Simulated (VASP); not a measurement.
BAs, 2 atoms in the cell. The structure is cubic, space group F-43m (No. 216). Conventional cell: a = 4.784 Å, b = 4.784 Å, c = 4.784 Å, α = 90.00°, β = 90.00°, γ = 90.00°. Within 2.7 Å of B (site symmetry -43m) lie 4 As at 2.07 Å. As (site symmetry -43m) has 4 B at 2.07 Å within 2.7 Å. 

- Program: VASP 6.6.1
- Task: single point
- Functional: HSE06
- Potentials or basis: VASP PAW PBE potentials, release 64 (B, As)
- Cutoff: 520 eV
- k mesh: 4 × 4 × 4
- Occupations: gaussian, width 0.01 eV
- Spin: no spin polarisation
- Dipole correction: no
- Grid for exact exchange (PRECFOCK): Normal
- Further INCAR settings: ALGO = Normal; EDIFF = 1e-06; NBANDS = 11
- Screening parameter: 0.2079 1/Å

Potentials or basis: VASP PAW PBE potentials, release 64 (B, As).

Run with:

```console
$ cat potpaw_PBE.64/B/POTCAR potpaw_PBE.64/As/POTCAR > POTCAR
$ cp INCAR.step1 INCAR
$ mpirun -np 1 vasp_std > vasp.out
$ cp INCAR.step2 INCAR
$ mpirun -np 1 vasp_std > vasp.out
```

Hardware: 1 thread of Intel(R) Xeon(R) Platinum 8259CL CPU @ 2.50GHz (Skylake/Cascade Lake), on a shared host.

Q: How long does it take, and how much memory?

A: It took 2.6 min on 1 thread of Intel(R) Xeon(R) Platinum 8259CL CPU @ 2.50GHz (Skylake/Cascade Lake) (shared host), peak memory 0.26 GiB. Counts: k points 8.
